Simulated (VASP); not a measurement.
# Os (Fm-3m) in VASP: relaxation of cell and atoms with PBE

Aim: the relaxation of cell and atoms of Os with PBE.

Everything below comes from runs of VASP 6.6.1. Logs are shortened: lines on timing, memory, paths and dates and some standing lists are left out, and cuts for length are marked.

## (1) The cell of the first run

The structure is cubic, space group Fm-3m (No. 225). Conventional cell: a = 3.740 Å, b = 3.740 Å, c = 3.740 Å, α = 90.00°, β = 90.00°, γ = 90.00°. Os (site symmetry m-3m) has 12 Os at 2.64 Å within 3.5 Å.

## (2) Relaxation of cell and atoms, PBE

Contents of INCAR:

```
  PREC = Accurate
  ENCUT = 600
  EDIFF = 1E-7
  ISMEAR = -1
  SIGMA = 0.05
  LREAL = False
  LASPH = True
  NELM = 100
  ALGO = Normal
  ISIF = 3
  LWAVE = False
  LCHARG = False
  GGA = PE
  IBRION = 2
  NSW = 100
  EDIFFG = -0.005
```

Contents of KPOINTS:

```
Automatic mesh
0
Gamma
  17 17 17
```

Contents of POSCAR:

```
Os
1.0
    0.0000000000      1.8698469710      1.8698469710
    1.8698469710      0.0000000000      1.8698469710
    1.8698469710      1.8698469710      0.0000000000
Os
1
Direct
    0.0000000000      0.0000000000      0.0000000000
```

Potentials or basis: VASP PAW PBE potentials, release 64 (Os).

Started as:

```sh
$ cat potpaw_PBE.64/Os/POTCAR > POTCAR
$ mpirun -np 1 vasp_std > vasp.out
```

OUTCAR:

```text
PREC = Accurate
   ENCUT = 600
   EDIFF = 1E-7
   ISMEAR = -1
   LREAL = False
   LASPH = True
   NELM = 100
   ISIF = 3
   GGA = PE
   IBRION = 2
   NSW = 100
   EDIFFG = -0.005

 ion  position               nearest neighbor table
   1  0.000  0.000  0.000-

  LATTYP: Found a face centered cubic cell.
 ALAT       =     3.7396939420

  Lattice vectors:

 A1 = (   0.0000000000,   1.8698469710,   1.8698469710)
 A2 = (   1.8698469710,   0.0000000000,   1.8698469710)
 A3 = (   1.8698469710,   1.8698469710,   0.0000000000)

Analysis of symmetry for initial positions (statically):
=====================================================================
 Subroutine PRICEL returns:
 Original cell was already a primitive cell.

 Routine SETGRP: Setting up the symmetry group for a
 face centered cubic supercell.

 Subroutine GETGRP returns: Found 48 space group operations
 (whereof 48 operations were pure point group operations)
 out of a pool of 48 trial point group operations.

The static configuration has the point symmetry O_h .

Analysis of symmetry for dynamics (positions and initial velocities):
=====================================================================
 Subroutine PRICEL returns:
 Original cell was already a primitive cell.

 Routine SETGRP: Setting up the symmetry group for a
 face centered cubic supercell.

 Subroutine GETGRP returns: Found 48 space group operations
 (whereof 48 operations were pure point group operations)
 out of a pool of 48 trial point group operations.

The dynamic configuration has the point symmetry O_h .

 Subroutine INISYM returns: Found 48 space group operations
 (whereof 48 operations are pure point group operations),
 and found     1 'primitive' translations

----------------------------------------------------------------------------------------

                                     Primitive cell

  volume of cell :      13.0752

  direct lattice vectors                    reciprocal lattice vectors
     0.000000000  1.869846971  1.869846971    -0.267401562  0.267401562  0.267401562
     1.869846971  0.000000000  1.869846971     0.267401562 -0.267401562  0.267401562
     1.869846971  1.869846971  0.000000000     0.267401562  0.267401562 -0.267401562

  length of vectors
     2.644362946  2.644362946  2.644362946     0.463153091  0.463153091  0.463153091

  position of ions in fractional coordinates (direct lattice)
     0.000000000  0.000000000  0.000000000

  ion indices of the primitive-cell ions
   primitive index   ion index
                 1           1

----------------------------------------------------------------------------------------

 KPOINTS: Automatic mesh

Automatic generation of k-mesh.
 Grid dimensions read from file:
 generate k-points for:   17   17   17

 Generating k-lattice:

  Cartesian coordinates                     Fractional coordinates (reciprocal lattice)
    -0.015729504  0.015729504  0.015729504     0.058823529  0.000000000  0.000000000
     0.015729504 -0.015729504  0.015729504     0.000000000  0.058823529  0.000000000
     0.015729504  0.015729504 -0.015729504     0.000000000  0.000000000  0.058823529

  Length of vectors
     0.027244299  0.027244299  0.027244299

  Shift w.r.t. Gamma in fractional coordinates (k-lattice)
     0.000000000  0.000000000  0.000000000

 Subroutine IBZKPT returns following result:
 ===========================================

 Found    165 irreducible k-points:

 Following reciprocal coordinates:
            Coordinates               Weight
  0.000000  0.000000  0.000000      1.000000
  0.058824  0.000000  0.000000      8.000000
  0.117647  0.000000  0.000000      8.000000
  0.176471  0.000000  0.000000      8.000000
  0.235294  0.000000  0.000000      8.000000
  0.294118  0.000000  0.000000      8.000000
[... 16 lines left out ...]
 -0.176471  0.058824  0.000000     24.000000
 -0.117647  0.058824  0.000000     24.000000
 [... further k-points ...]
   k-points           NKPTS =    165   k-points in BZ     NKDIM =    165   number of bands    NBANDS=      8
   number of dos      NEDOS =    301   number of ions     NIONS =      1
   total plane-waves  NPLWV =  13824
   dimension x,y,z NGX =    24 NGY =   24 NGZ =   24
   dimension x,y,z NGXF=    48 NGYF=   48 NGZF=   48
   ions per type =               1
   NGX,Y,Z   is equivalent  to a cutoff of  15.09, 15.09, 15.09 a.u.
   NGXF,Y,Z  is equivalent  to a cutoff of  30.18, 30.18, 30.18 a.u.
 SYSTEM =  unknown system
   PREC   = accura    normal or accurate (medium, high low for compatibility)
   ISTART =      0    job   : 0-new  1-cont  2-samecut
   ICHARG =      2    charge: 1-file 2-atom 10-const
   ISPIN  =      1    spin polarized calculation?
   LNONCOLLINEAR =      F non collinear calculations
   LSORBIT =      F    spin-orbit coupling
   LASPH  =      T    aspherical Exc in radial PAW
   ENCUT  =  600.0 eV  44.10 Ry    6.64 a.u.   5.28  5.28  5.28*2*pi/ulx,y,z
   NELM   =    100;   NELMIN=  2; NELMDL= -5     # of ELM steps
   EDIFF  = 0.1E-06   stopping-criterion for ELM
   LREAL  =      F    real-space projection
   EDIFFG = -.5E-02   stopping-criterion for IOM
   NSW    =    100    number of steps for IOM
   IBRION =      2    ionic relax: 0-MD 1-quasi-New 2-CG
   NFREE  =      1    steps in history (QN), initial steepest desc. (CG)
   ISIF   =      3    stress and relaxation
   ISYM   =      2    0-nonsym 1-usesym 2-fastsym
   POTIM  = 0.5000    time-step for ionic-motion
   TEBEG  =    0.0;   TEEND  =   0.0 temperature during run
   PSTRESS=    0.0 pullay stress
   NELECT =       8.0000    total number of electrons
   NUPDOWN=      -1.0000    fix difference up-down
   EMIN   =  10.00;   EMAX   =-10.00  energy-range for DOS
   EFERMI =   0.00;   METHOD = LEGACY
   ISMEAR =    -1;   SIGMA  =   0.05  broadening in eV -4-tet -1-fermi 0-gaus
   EFERMI_NEDOS =   21; number of points for ismear=-14 and -15
   IALGO  =     38    algorithm
   IMIX   =      4    mixing-type and parameters
     AMIX     =   0.40;   BMIX     =  1.00
     AMIX_MAG =   1.60;   BMIX_MAG =  1.00
  volume/ion in A,a.u.               =      13.08        88.24
  Fermi-wavevector in a.u.,A,eV,Ry     =   1.389810  2.626360 26.280630  1.931572
  Thomas-Fermi vector in A             =   2.513805
   LORBIT       =      0    0 simple, 1 ext, 2 COOP (PROOUT), +10 PAW based schemes
   GGA     = PE    functional components
   LHFCALC =     F    Hartree Fock is set to
   AEXX    =    0.0000 exact exchange contribution
   IVDW    =     0    specifies the selected vdW correction
   LEPSILON=     F    determine dielectric tensor
   LRPA    =     F    only Hartree local field effects (RPA)
 conjugate gradient relaxation of ions
 non-spin polarized calculation
  energy-cutoff  :      600.00
  volume of cell :       13.08
 maximum number of plane-waves:       448
 NGX is ok and might be reduce to    24
   NGX = 11   NGY = 11   NGZ = 11

--------------------------------------- Ionic step        1  -------------------------------------------

 number of electron       8.0000000 magnetization

 Free energy of the ion-electron system (eV)
  ---------------------------------------------------
  ext. energy  EPLUGINS =         0.00000000
  ---------------------------------------------------
  free energy    TOTEN  =       -10.94390537 eV

  energy without entropy =      -10.93563341  energy(sigma->0) =      -10.93976939

 E-fermi :  10.4050     XC(G=0): -14.4498

 val. band max:       10.4006807846   @ k =   0.4118   0.2941   0.0588
 cond. band min:      10.4064445333   @ k =  -0.3529   0.4706   0.1765
 fundamental gap:      0.0057637487
 Fermi energy:        10.4049564989

 k-point     1 :       0.0000    0.0000    0.0000
  band No.  band energies     occupation
      1      -1.0409      2.00000
      2       7.0830      2.00000
      3       7.0830      2.00000
      4       7.0830      2.00000
      5      10.4772      0.38170
      6      10.4772      0.38170
      7      24.5856      0.00000
      8      30.8258      0.00000

 k-point     2 :       0.0588    0.0000    0.0000
  band No.  band energies     occupation
      1      -0.8651      2.00000
      2       6.9714      2.00000
      3       7.1648      2.00000
      4       7.1648      2.00000
      5      10.4136      0.91418
      6      10.4136      0.91418
      7      24.9216      0.00000
      8      29.9496      0.00000

 k-point     3 :       0.1176    0.0000    0.0000
  band No.  band energies     occupation
      1      -0.3619      2.00000
      2       6.6939      2.00000
      3       7.3743      2.00000
      4       7.3743      2.00000
      5      10.2787      1.85183
      6      10.2787      1.85183
      7      25.8217      0.00000
      8      28.4017      0.00000
[... 622 lines left out ...]
 VOLUME and BASIS-vectors are now :
 -----------------------------------------------------------------------------
  energy-cutoff  :      600.00
  volume of cell :       14.38
      direct lattice vectors                 reciprocal lattice vectors
     0.000000000  1.929987889  1.929987889    -0.259068983  0.259068983  0.259068983
     1.929987889 -0.000000000  1.929987889     0.259068983 -0.259068983  0.259068983
     1.929987889  1.929987889 -0.000000000     0.259068983  0.259068983 -0.259068983

 POSITION                                       TOTAL-FORCE (eV/Angst)
 -----------------------------------------------------------------------------------
      0.00000      0.00000      0.00000        -0.000000     -0.000000     -0.000000
 -----------------------------------------------------------------------------------
    total drift:                                0.000000     -0.000000     -0.000000

  FREE ENERGIE OF THE ION-ELECTRON SYSTEM (eV)
  ---------------------------------------------------
  free  energy   TOTEN  =       -11.1092365442 eV

  energy  without entropy=      -11.0997518258  energy(sigma->0) =      -11.10449418

--------------------------------------- Ionic step        5  -------------------------------------------

 number of electron       8.0000000 magnetization

 Free energy of the ion-electron system (eV)
  ---------------------------------------------------
  ext. energy  EPLUGINS =         0.00000000
  ---------------------------------------------------
  free energy    TOTEN  =       -11.10938166 eV

  energy without entropy =      -11.09993401  energy(sigma->0) =      -11.10465783

 E-fermi :   8.9840     XC(G=0): -13.9146

 val. band max:        8.9785388455   @ k =   0.4118   0.2941   0.0588
 cond. band min:       8.9869626097   @ k =   0.4706   0.2941   0.0000
 fundamental gap:      0.0084237642
 Fermi energy:         8.9840134293

 k-point     1 :       0.0000    0.0000    0.0000
  band No.  band energies     occupation
      1      -1.6236      2.00000
      2       6.0847      2.00000
      3       6.0847      2.00000
      4       6.0847      2.00000
      5       9.0234      0.62509
      6       9.0234      0.62509
      7      23.2466      0.00000
      8      28.9239      0.00000

 k-point     2 :       0.0588    0.0000    0.0000
  band No.  band energies     occupation
      1      -1.4655      2.00000
      2       5.9889      2.00000
      3       6.1566      2.00000
      4       6.1566      2.00000
      5       8.9716      1.12380
      6       8.9716      1.12380
      7      23.5404      0.00000
      8      28.0968      0.00000

 k-point     3 :       0.1176    0.0000    0.0000
  band No.  band energies     occupation
      1      -1.0101      2.00000
      2       5.7477      2.00000
      3       6.3409      2.00000
      4       6.3409      2.00000
      5       8.8628      1.83727
      6       8.8628      1.83727
      7      24.3335      0.00000
      8      26.5901      0.00000
[... 244 lines left out ...]
 VOLUME and BASIS-vectors are now :
 -----------------------------------------------------------------------------
  energy-cutoff  :      600.00
  volume of cell :       14.34
      direct lattice vectors                 reciprocal lattice vectors
     0.000000000  1.928174309  1.928174309    -0.259312655  0.259312655  0.259312655
     1.928174309 -0.000000000  1.928174309     0.259312655 -0.259312655  0.259312655
     1.928174309  1.928174309 -0.000000000     0.259312655  0.259312655 -0.259312655

 POSITION                                       TOTAL-FORCE (eV/Angst)
 -----------------------------------------------------------------------------------
      0.00000      0.00000      0.00000         0.000000      0.000000     -0.000000
 -----------------------------------------------------------------------------------
    total drift:                               -0.000000      0.000000      0.000000

  FREE ENERGIE OF THE ION-ELECTRON SYSTEM (eV)
  ---------------------------------------------------
  free  energy   TOTEN  =       -11.1093816555 eV

  energy  without entropy=      -11.0999340097  energy(sigma->0) =      -11.10465783

 reached required accuracy - stopping structural energy minimisation
```

Run time: 45 s. Hardware: 1 thread of Intel Xeon Platinum 8259CL at 2.50GHz (Skylake/Cascade Lake), shared host; peak memory 0.17 GiB.

What came out:

```yaml
Free_energy: -11.1094 eV
Relaxed_volume: 14.34 Å³/atom
Relaxed_cell: a = 2.727 Å, b = 2.727 Å, c = 2.727 Å, α = 60.00°, β = 60.00°, γ = 60.00°
Space_group_after_relaxing_to_0.05_Å: Fm-3m (No. 225)
Energy_gained_by_relaxing: 165.5 meV/atom
Ionic_steps: 5
Pressure_after_relaxing: 0.0 GPa
Band_gap_on_the_k_mesh: zero (band 4 reaches 11.28 eV, above the bottom of band 5 at 7.51 eV)
```

Step by step:
```tsv
step	energy change (eV)	largest force (eV/Å)	pressure (GPa)	volume (Å³)
1	0.0000	0.0000	46.02	13.08
2	1.8037	0.0000	-57.04	21.55
3	-0.1585	0.0000	-7.55	14.63
4	-0.1653	0.0000	-1.11	14.38
5	-0.1655	0.0000	0.01	14.34
```

Final structure:
```
Os
1.0
     0.00000    1.92817    1.92817
     1.92817    0.00000    1.92817
     1.92817    1.92817    0.00000
Os
1
Direct
  0.00000 0.00000 0.00000
```

Levels at points of the mesh, in eV from the Fermi level:
```
           k point  band 2  band 3  band 4  band 5  band 6  band 7
(0.00, 0.00, 0.00)   -2.90   -2.90   -2.90    0.04    0.04   14.26
```

Caveat: spin-orbit coupling is left out, which moves the levels of the heavy elements.
